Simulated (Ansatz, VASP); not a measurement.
**GdO: VASP beside Ansatz**

```
Gd O
1.0
     2.99448    0.00000    0.00000
     0.00000    2.99448    0.00000
     0.00000    0.00000    2.99448
Gd O
1 1
Direct
  0.00000 0.00000 0.00000
  0.50000 0.50000 0.50000
```

Alike in both runs: task single point; functional r2SCAN; dispersion D4; k mesh 12 × 12 × 12; occupations gaussian, width 0.05 eV; collinear spin; Hubbard terms Gd f U = 8.0 eV.

```csv
,VASP,Ansatz
version,VASP 6.6.1,Ansatz 0.2.0
potentials or method,"VASP PAW PBE potentials, release 64 (Gd, O), cutoff 520 eV","scalar-relativistic, plane waves, PAW"
valence electrons in the cell,24,24
```

Ansatz gave:

| Item | Value |
| --- | --- |
| gap on the k mesh at the Fermi level (eV) | none |
| pressure (GPa) | 3.2 |
| net moment per atom (μB) | 3.88 |
| size of the moment on the site where the two differ most (μB) | 7.33 |

Question: Which values does VASP return?

Answer: gap on the k mesh at the Fermi level (eV): none; pressure (GPa): 2.6; net moment per atom (μB): 3.88; size of the moment on the site where the two differ most (μB): 7.24.

VASP's potentials were made for PBE, not for r2SCAN. Site moments also hang on the region over which each program counts them. The programs project onto different local orbitals, so the same U acts differently, and such runs can settle in different states. A gap of «none» marks a metal or a gap that the smearing closes. Ansatz's warnings: filled band counts differ across k points, stability check not made.

Neither program's run includes spin-orbit coupling.
